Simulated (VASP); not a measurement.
# AlN (I-4m2) in VASP: notebook

The runs below take AlN through single point, with r2SCAN.

Program: VASP 6.6.1. These are calculated values, not measurements. Logs are shortened: lines on timing, memory, paths and dates and some standing lists are left out, and cuts for length are marked.

**1. The cell of the first run**

It takes space group I-4m2 (No. 119, tetragonal). Conventional cell: a = 3.042 Å, b = 3.042 Å, c = 4.368 Å, α = 90.00°, β = 90.00°, γ = 90.00°. Within 2.5 Å of Al (site symmetry -4m2) lie 4 N at 1.87 Å. Within 2.5 Å of N (site symmetry -4m2) lie 4 Al at 1.87 Å.

**2. Single point, r2SCAN (strain -0.0150 x Voigt [1, 1, 0, 0, 0, 0])**

Contents of POSCAR:

```
AlN
1.0
    0.0000000000      2.1512336562      2.1839935596
    2.1512336562      0.0000000000      2.1839935596
    2.1512336562      2.1512336562      0.0000000000
Al N
1 1
Direct
    0.0000000000      0.0000000000      0.0000000000
    0.7500000000      0.7500000000      0.7500000000
```

Contents of INCAR.step1:

```
SYSTEM = AlN
ALGO = Normal
EDIFF = 1E-4
ENCUT = 520
GGA = PE
ISMEAR = 0
LASPH = .True.
LCHARG = .False.
LREAL = .False.
LWAVE = .True.
NBANDS = 11
NELM = 100
PREC = Accurate
SIGMA = 0.05
```

Contents of INCAR.step2:

```
SYSTEM = AlN
ALGO = Normal
EDIFF = 1E-6
ENCUT = 520
ISIF = 2
ISMEAR = 0
ISTART = 1
LASPH = .True.
LCHARG = .False.
LMIXTAU = .True.
LREAL = .False.
LWAVE = .False.
METAGGA = R2SCAN
NBANDS = 11
NELM = 100
PREC = Accurate
SIGMA = 0.05
```

Contents of KPOINTS:

```
k-points
0
Gamma
  10 10 10
  0 0 0
```

Potentials or basis: VASP PAW PBE potentials, release 64 (Al, N).

On the command line:

```bash
> cat potpaw_PBE.64/Al/POTCAR potpaw_PBE.64/N/POTCAR > POTCAR
> cp INCAR.step1 INCAR
> mpirun -np 1 vasp_std > vasp.out
> cp INCAR.step2 INCAR
> mpirun -np 1 vasp_std > vasp.out
```

OUTCAR:

```text
SYSTEM = AlN
   EDIFF = 1E-6
   ENCUT = 520
   ISIF = 2
   ISMEAR = 0
   ISTART = 1
   LASPH = .True.
   LREAL = .False.
   METAGGA = R2SCAN
   NELM = 100
   PREC = Accurate

 ion  position               nearest neighbor table
   1  0.000  0.000  0.000-   2 1.87   2 1.87   2 1.87   2 1.87
   2  0.750  0.750  0.750-   1 1.87   1 1.87   1 1.87   1 1.87

  LATTYP: Found a body centered tetragonal cell.
 ALAT       =     3.0423038124
 C/A-ratio  =     1.4357498095

  Lattice vectors:

 A1 = (  -2.1512336562,   0.0000000000,   2.1839935596)
 A2 = (   2.1512336562,   0.0000000000,   2.1839935596)
 A3 = (   0.0000000000,   2.1512336562,  -2.1839935596)

Analysis of symmetry for initial positions (statically):
=====================================================================
 Subroutine PRICEL returns:
 Original cell was already a primitive cell.

 Routine SETGRP: Setting up the symmetry group for a
 body centered tetragonal supercell.

 Subroutine GETGRP returns: Found  8 space group operations
 (whereof  8 operations were pure point group operations)
 out of a pool of 16 trial point group operations.

The static configuration has the point symmetry D_2d.

Analysis of symmetry for dynamics (positions and initial velocities):
=====================================================================
 Subroutine PRICEL returns:
 Original cell was already a primitive cell.

 Routine SETGRP: Setting up the symmetry group for a
 body centered tetragonal supercell.

 Subroutine GETGRP returns: Found  8 space group operations
 (whereof  8 operations were pure point group operations)
 out of a pool of 16 trial point group operations.

The dynamic configuration has the point symmetry D_2d.

 Subroutine INISYM returns: Found  8 space group operations
 (whereof  8 operations are pure point group operations),
 and found     1 'primitive' translations

----------------------------------------------------------------------------------------

                                     Primitive cell

  volume of cell :      20.2142

  direct lattice vectors                    reciprocal lattice vectors
     0.000000000  2.151233656  2.183993560    -0.232424776  0.232424776  0.228938404
     2.151233656  0.000000000  2.183993560     0.232424776 -0.232424776  0.228938404
     2.151233656  2.151233656  0.000000000     0.232424776  0.232424776 -0.228938404

  length of vectors
     3.065556085  3.065556085  3.042303812     0.400568778  0.400568778  0.400568778

  position of ions in fractional coordinates (direct lattice)
     0.000000000  0.000000000  0.000000000
     0.750000000  0.750000000  0.750000000

  ion indices of the primitive-cell ions
   primitive index   ion index
                 1           1
                 2           2

----------------------------------------------------------------------------------------

 KPOINTS: k-points

Automatic generation of k-mesh.
 Grid dimensions read from file:
 generate k-points for:   10   10   10

 Generating k-lattice:

  Cartesian coordinates                     Fractional coordinates (reciprocal lattice)
    -0.023242478  0.023242478  0.022893840     0.100000000 -0.000000000  0.000000000
     0.023242478 -0.023242478  0.022893840    -0.000000000  0.100000000  0.000000000
     0.023242478  0.023242478 -0.022893840     0.000000000  0.000000000  0.100000000

  Length of vectors
     0.040056878  0.040056878  0.040056878

  Shift w.r.t. Gamma in fractional coordinates (k-lattice)
     0.000000000  0.000000000  0.000000000

 Subroutine IBZKPT returns following result:
 ===========================================

 Found    102 irreducible k-points:

 Following reciprocal coordinates:
            Coordinates               Weight
  0.000000  0.000000  0.000000      1.000000
  0.100000  0.000000  0.000000      8.000000
  0.200000  0.000000  0.000000      8.000000
  0.300000  0.000000  0.000000      8.000000
  0.400000  0.000000  0.000000      8.000000
  0.500000  0.000000  0.000000      4.000000
[... 16 lines left out ...]
  0.300000  0.300000  0.000000      2.000000
  0.400000  0.300000  0.000000      8.000000
 [... further k-points ...]
   k-points           NKPTS =    102   k-points in BZ     NKDIM =    102   number of bands    NBANDS=     11
   number of dos      NEDOS =    301   number of ions     NIONS =      2
   total plane-waves  NPLWV =  13824
   dimension x,y,z NGX =    24 NGY =   24 NGZ =   24
   dimension x,y,z NGXF=    48 NGYF=   48 NGZF=   48
   ions per type =               1   1
   NGX,Y,Z   is equivalent  to a cutoff of  13.02, 13.02, 13.11 a.u.
   NGXF,Y,Z  is equivalent  to a cutoff of  26.03, 26.03, 26.23 a.u.
 SYSTEM =  AlN
   PREC   = accura    normal or accurate (medium, high low for compatibility)
   ISTART =      1    job   : 0-new  1-cont  2-samecut
   ICHARG =      0    charge: 1-file 2-atom 10-const
   ISPIN  =      1    spin polarized calculation?
   LNONCOLLINEAR =      F non collinear calculations
   LSORBIT =      F    spin-orbit coupling
   LASPH  =      T    aspherical Exc in radial PAW
   ENCUT  =  520.0 eV  38.22 Ry    6.18 a.u.   5.70  5.70  5.66*2*pi/ulx,y,z
   NELM   =    100;   NELMIN=  2; NELMDL=  0     # of ELM steps
   EDIFF  = 0.1E-05   stopping-criterion for ELM
   LREAL  =      F    real-space projection
   EDIFFG = 0.1E-04   stopping-criterion for IOM
   NSW    =      0    number of steps for IOM
   IBRION =     -1    ionic relax: 0-MD 1-quasi-New 2-CG
   NFREE  =      0    steps in history (QN), initial steepest desc. (CG)
   ISIF   =      2    stress and relaxation
   ISYM   =      2    0-nonsym 1-usesym 2-fastsym
   POTIM  = 0.5000    time-step for ionic-motion
   TEBEG  =    0.0;   TEEND  =   0.0 temperature during run
   PSTRESS=    0.0 pullay stress
   NELECT =       8.0000    total number of electrons
   NUPDOWN=      -1.0000    fix difference up-down
   EMIN   =  10.00;   EMAX   =-10.00  energy-range for DOS
   EFERMI =   0.00;   METHOD = LEGACY
   ISMEAR =     0;   SIGMA  =   0.05  broadening in eV -4-tet -1-fermi 0-gaus
   EFERMI_NEDOS =   21; number of points for ismear=-14 and -15
   IALGO  =     38    algorithm
   IMIX   =      4    mixing-type and parameters
     AMIX     =   0.40;   BMIX     =  1.00
     AMIX_MAG =   1.60;   BMIX_MAG =  1.00
  volume/ion in A,a.u.               =      10.11        68.21
  Fermi-wavevector in a.u.,A,eV,Ry     =   1.201949  2.271354 19.656079  1.444681
  Thomas-Fermi vector in A             =   2.337744
   LORBIT       =      0    0 simple, 1 ext, 2 COOP (PROOUT), +10 PAW based schemes
   METAGGA = R2SCAN    functional components
   LHFCALC =     F    Hartree Fock is set to
   AEXX    =    0.0000 exact exchange contribution
   IVDW    =     0    specifies the selected vdW correction
   LEPSILON=     F    determine dielectric tensor
   LRPA    =     F    only Hartree local field effects (RPA)
 non-spin polarized calculation
 Gauss-broadening in eV      SIGMA  =   0.05
  energy-cutoff  :      520.00
  volume of cell :       20.21
 maximum number of plane-waves:       552
   NGX = 11   NGY = 11   NGZ = 11

 number of electron       7.9999999 magnetization

 Free energy of the ion-electron system (eV)
  ---------------------------------------------------
  ext. energy  EPLUGINS =         0.00000000
  ---------------------------------------------------
  free energy    TOTEN  =       -19.16518269 eV

  energy without entropy =      -19.16518269  energy(sigma->0) =      -19.16518269

 E-fermi :   6.2088     XC(G=0): -11.5564

 val. band max:        6.0017152238   @ k =   0.0000   0.0000   0.0000
 cond. band min:       9.9136077860   @ k =   0.5000   0.0000   0.5000
 fundamental gap:      3.9118925622
 Fermi energy:         6.2088158080

 k-point     1 :       0.0000    0.0000    0.0000
  band No.  band energies     occupation
      1      -9.9405      2.00000
      2       5.9346      2.00000
      3       6.0017      2.00000
      4       6.0017      2.00000
      5      11.1562      0.00000
      6      19.8087      0.00000
      7      19.8087      0.00000
      8      19.8281      0.00000
      9      24.4917      0.00000
     10      25.0253      0.00000
     11      26.1562      0.00000

 k-point     2 :       0.1000    0.0000    0.0000
  band No.  band energies     occupation
      1      -9.7883      2.00000
      2       5.1754      2.00000
      3       5.9006      2.00000
      4       5.9543      2.00000
      5      11.8091      0.00000
      6      19.4277      0.00000
      7      19.9546      0.00000
      8      19.9670      0.00000
      9      23.3020      0.00000
     10      23.7143      0.00000
     11      25.7543      0.00000

 k-point     3 :       0.2000    0.0000    0.0000
  band No.  band energies     occupation
      1      -9.3564      2.00000
      2       3.5267      2.00000
      3       5.7569      2.00000
      4       5.8358      2.00000
      5      12.9739      0.00000
      6      18.6166      0.00000
      7      19.7377      0.00000
      8      19.9086      0.00000
      9      22.9631      0.00000
     10      23.1134      0.00000
     11      24.8911      0.00000

 k-point     4 :       0.3000    0.0000    0.0000
  band No.  band energies     occupation
      1      -8.7325      2.00000
      2       1.8131      2.00000
      3       5.5923      2.00000
      4       5.6993      2.00000
      5      13.8689      0.00000
      6      17.8227      0.00000
      7      18.9108      0.00000
      8      19.1679      0.00000
      9      24.2620      0.00000
     10      24.2661      0.00000
     11      24.8132      0.00000

 k-point     5 :       0.4000    0.0000    0.0000
  band No.  band energies     occupation
      1      -8.1146      2.00000
      2       0.4792      2.00000
      3       5.4676      2.00000
      4       5.5960      2.00000
      5      14.3323      0.00000
      6      17.2467      0.00000
      7      18.2364      0.00000
      8      18.5083      0.00000
      9      25.3133      0.00000
     10      26.2646      0.00000
     11      26.4062      0.00000
[... 211 lines left out ...]
 k-point    21 :      -0.3000    0.2000    0.0000
  band No.  band energies     occupation
      1      -7.9461      2.00000
      2       1.2267      2.00000
      3       3.6650      2.00000
      4       5.5241      2.00000
      5      14.8609      0.00000
      6      16.2653      0.00000
      7      18.9660      0.00000
      8      19.4612      0.00000
      9      23.7443      0.00000
     10      26.5374      0.00000
     11      28.7306      0.00000

 k-point    22 :      -0.2000    0.2000    0.0000
  band No.  band energies     occupation
      1      -8.5171      2.00000
      2       2.0997      2.00000
      3       4.1917      2.00000
      4       5.7858      2.00000
      5      14.5952      0.00000
      6      17.1675      0.00000
      7      18.5236      0.00000
      8      19.6726      0.00000
      9      22.2176      0.00000
     10      26.1623      0.00000
     11      28.4949      0.00000

 k-point    23 :       0.3000    0.3000    0.0000
  band No.  band energies     occupation
      1      -8.3723      2.00000
      2       2.3339      2.00000
      3       4.7656      2.00000
      4       4.7656      2.00000
      5      12.0644      0.00000
      6      16.9132      0.00000
      7      19.0022      0.00000
      8      22.0378      0.00000
      9      22.0378      0.00000
     10      27.8666      0.00000
     11      31.7042      0.00000

 k-point    24 :       0.4000    0.3000    0.0000
  band No.  band energies     occupation
      1      -7.9026      2.00000
      2       1.6706      2.00000
      3       4.2730      2.00000
      4       4.6044      2.00000
      5      11.6373      0.00000
      6      16.7511      0.00000
      7      19.5038      0.00000
      8      22.1113      0.00000
      9      22.6763      0.00000
     10      28.9167      0.00000
     11      31.3682      0.00000

 [... further k-points ...]
[... 5 lines left out ...]
  --------------------------------------------------------------------------------------
  -------------------------------------------------------------------------------------
  Total        0.9331987      0.9331987      0.6461907      0.0000000      0.0000000      0.0000000
  in kB       73.9653250     73.9653250     51.2170783      0.0000000      0.0000000      0.0000000
  external PRESSURE =      66.3825761 kB  Pullay stress =       0.0000000 kB

 VOLUME and BASIS-vectors are now :
 -----------------------------------------------------------------------------
  energy-cutoff  :      520.00
  volume of cell :       20.21
      direct lattice vectors                 reciprocal lattice vectors
     0.000000000  2.151233656  2.183993560    -0.232424776  0.232424776  0.228938404
     2.151233656  0.000000000  2.183993560     0.232424776 -0.232424776  0.228938404
     2.151233656  2.151233656  0.000000000     0.232424776  0.232424776 -0.228938404

 POSITION                                       TOTAL-FORCE (eV/Angst)
 -----------------------------------------------------------------------------------
      0.00000      0.00000      0.00000         0.000000      0.000000      0.000000
      3.22685      3.22685      3.27599        -0.000000     -0.000000     -0.000000
 -----------------------------------------------------------------------------------
    total drift:                                0.000001      0.000001      0.000002

  FREE ENERGIE OF THE ION-ELECTRON SYSTEM (eV)
  ---------------------------------------------------
  free  energy   TOTEN  =       -19.1651826902 eV

  energy  without entropy=      -19.1651826902  energy(sigma->0) =      -19.16518269
```

Wall time 65 s (1 thread of Intel Xeon Platinum 8375C at 2.90GHz (Ice Lake), shared host); peak memory 0.14 GiB.

Results:

```yaml
Free_energy: -19.1652 eV
Pressure: 6.6 GPa
Band_gap_on_the_k_mesh: 3.91 eV (least direct gap 5.15 eV)
```

Stress tensor (GPa, compression positive):
```
7.40 0.00 0.00
0.00 7.40 0.00
0.00 0.00 5.12
```

Caveat: the cell differs from its parent crystal (strain -0.0150 x Voigt [1, 1, 0, 0, 0, 0]); the cell stands under pressure; the PAW data sets were made with another functional, which shifts forces and pressure a little.

**3. Single point, r2SCAN (strain +0.0150 x Voigt [1, 1, 0, 0, 0, 0])**

Contents of POSCAR:

```
AlN
1.0
    0.0000000000      2.2167534630      2.1839935596
    2.2167534630      0.0000000000      2.1839935596
    2.2167534630      2.2167534630      0.0000000000
Al N
1 1
Direct
    0.0000000000      0.0000000000      0.0000000000
    0.7500000000      0.7500000000      0.7500000000
```

Contents of INCAR.step1:

```
PREC = Accurate
ENCUT = 520
ISMEAR = 0
SIGMA = 0.05
LREAL = False
LASPH = True
NELM = 60
NBANDS = 11
GGA = PE
ALGO = Normal
EDIFF = 1E-4
LWAVE = True
LCHARG = False
```

Contents of INCAR.step2:

```
PREC = Accurate
ENCUT = 520
EDIFF = 1E-7
ISMEAR = 0
SIGMA = 0.05
LREAL = False
LASPH = True
NELM = 60
ALGO = Normal
ISIF = 2
LWAVE = False
LCHARG = False
METAGGA = R2SCAN
LMIXTAU = True
NBANDS = 11
ISTART = 1
```

Contents of KPOINTS:

```
Automatic mesh
0
Gamma
  10 10 10
```

Potentials or basis: VASP PAW PBE potentials, release 64 (Al, N).

On the command line:

```bash
> cat potpaw_PBE.64/Al/POTCAR potpaw_PBE.64/N/POTCAR > POTCAR
> cp INCAR.step1 INCAR
> mpirun -np 1 vasp_std > vasp.out
> cp INCAR.step2 INCAR
> mpirun -np 1 vasp_std > vasp.out
```

It took 79 s on 1 thread of Intel Xeon Platinum 8375C at 2.90GHz (Ice Lake), shared host; peak memory 0.14 GiB.

It converged, with:

- Free energy: -19.1665 eV
- Pressure: -6.1 GPa
- Band gap on the k mesh: 3.83 eV (least direct gap 4.57 eV)

Stress tensor (GPa, compression positive):
```
-6.80  0.00  0.00
 0.00 -6.80  0.00
 0.00  0.00 -4.68
```

Levels at points of the mesh, in eV from the valence-band top:
| k point | band 1 | band 2 | band 3 | band 4 | band 5 | band 6 | band 7 | band 8 | band 9 |
| --- | --- | --- | --- | --- | --- | --- | --- | --- | --- |
| (0.00, 0.00, 0.00) | -15.61 | -0.06 | -0.06 | 0.00 | 4.57 | 13.16 | 13.18 | 13.18 | 18.00 |
| (0.50, 0.00, 0.00) | -13.69 | -5.81 | -0.59 | -0.46 | 7.88 | 10.57 | 11.57 | 11.86 | 18.86 |
| (0.50, 0.50, 0.00) | -13.04 | -4.81 | -1.90 | -1.90 | 3.83 | 9.09 | 14.92 | 16.45 | 16.45 |
| (0.50, 0.00, 0.50) | -13.10 | -4.95 | -1.78 | -1.77 | 3.89 | 9.32 | 14.65 | 16.34 | 16.79 |

Caveat: the cell differs from its parent crystal (strain +0.0150 x Voigt [1, 1, 0, 0, 0, 0]); the cell stands under tension; the PAW data sets were made with another functional, which shifts forces and pressure a little.

**4. Single point, r2SCAN (strain +0.0300 x Voigt [1, 1, 0, 0, 0, 0])**

Contents of POSCAR:

```
AlN
1.0
    0.0000000000      2.2495133664      2.1839935596
    2.2495133664      0.0000000000      2.1839935596
    2.2495133664      2.2495133664      0.0000000000
Al N
1 1
Direct
    0.0000000000      0.0000000000      0.0000000000
    0.7500000000      0.7500000000      0.7500000000
```

Contents of INCAR.step1:

```
ALGO = Normal
EDIFF = 1E-4
ENCUT = 520
GGA = PE
ISMEAR = 0
LASPH = T
LCHARG = F
LREAL = F
LWAVE = T
NBANDS = 11
NELM = 80
PREC = Accurate
SIGMA = 0.05
```

Contents of INCAR.step2:

```
ALGO = Normal
EDIFF = 1E-7
ENCUT = 520
ISIF = 2
ISMEAR = 0
ISTART = 1
LASPH = T
LCHARG = F
LMIXTAU = T
LREAL = F
LWAVE = F
METAGGA = R2SCAN
NBANDS = 11
NELM = 80
PREC = Accurate
SIGMA = 0.05
```

Contents of KPOINTS:

```
k-points
0
Gamma
  10 10 10
```

On the command line:

```bash
> cat potpaw_PBE.64/Al/POTCAR potpaw_PBE.64/N/POTCAR > POTCAR
> cp INCAR.step1 INCAR
> mpirun -np 1 vasp_std > vasp.out
> cp INCAR.step2 INCAR
> mpirun -np 1 vasp_std > vasp.out
```

Run time: 98 s. Hardware: 1 thread of Intel Xeon Platinum 8375C at 2.90GHz (Ice Lake), shared host; peak memory 0.15 GiB.

It converged, with:

| Quantity | Value |
| --- | --- |
| Free energy | -19.1278 eV |
| Pressure | -11.3 GPa |
| Band gap on the k mesh | 3.73 eV (least direct gap 4.27 eV) |

Stress tensor (GPa, compression positive):
```
-12.71   0.00   0.00
  0.00 -12.71   0.00
  0.00   0.00  -8.60
```

Levels at points of the mesh, in eV from the valence-band top:
| k point | band 1 | band 2 | band 3 | band 4 | band 5 | band 6 | band 7 | band 8 | band 9 |
| --- | --- | --- | --- | --- | --- | --- | --- | --- | --- |
| (0.00, 0.00, 0.00) | -15.49 | -0.12 | -0.12 | 0.00 | 4.27 | 12.81 | 12.86 | 12.86 | 17.50 |
| (0.50, 0.00, 0.00) | -13.64 | -5.73 | -0.68 | -0.44 | 7.54 | 10.32 | 11.22 | 11.79 | 18.39 |
| (0.50, 0.50, 0.00) | -12.99 | -4.67 | -1.98 | -1.98 | 3.73 | 8.70 | 14.64 | 15.96 | 15.96 |
| (0.50, 0.00, 0.50) | -13.10 | -4.94 | -1.75 | -1.74 | 3.85 | 9.17 | 14.11 | 15.76 | 16.62 |

Caveat: the cell differs from its parent crystal (strain +0.0300 x Voigt [1, 1, 0, 0, 0, 0]); the cell stands under tension; the PAW data sets were made with another functional, which shifts forces and pressure a little. A k mesh can miss the band edges.

**5. Summary**

| cell | gap on the mesh (eV) | pressure (GPa) |
| --- | --- | --- |
| a = 3.066, b = 3.066, c = 3.042 Å, angles 60.3, 60.3, 59.5°, 2 atoms | 3.91 | 6.6 |
| a = 3.112, b = 3.112, c = 3.135 Å, angles 59.8, 59.8, 60.5°, 2 atoms | 3.83 | -6.1 |
| a = 3.135, b = 3.135, c = 3.181 Å, angles 59.5, 59.5, 61.0°, 2 atoms | 3.73 | -11.3 |

Alike in all rows: task single point; level r2SCAN; potentials or basis VASP PAW PBE potentials, release 64 (Al, N); no spin polarisation; k mesh 10 × 10 × 10; cutoff (eV) 520; smearing gaussian 0.05 eV.

Caveats: the PAW data sets were made with another functional, which shifts forces and pressure a little; the cell stands under tension (at least some runs); the cell stands under pressure (at least some runs).

Absolute energies hang on the potentials; compare differences alone.
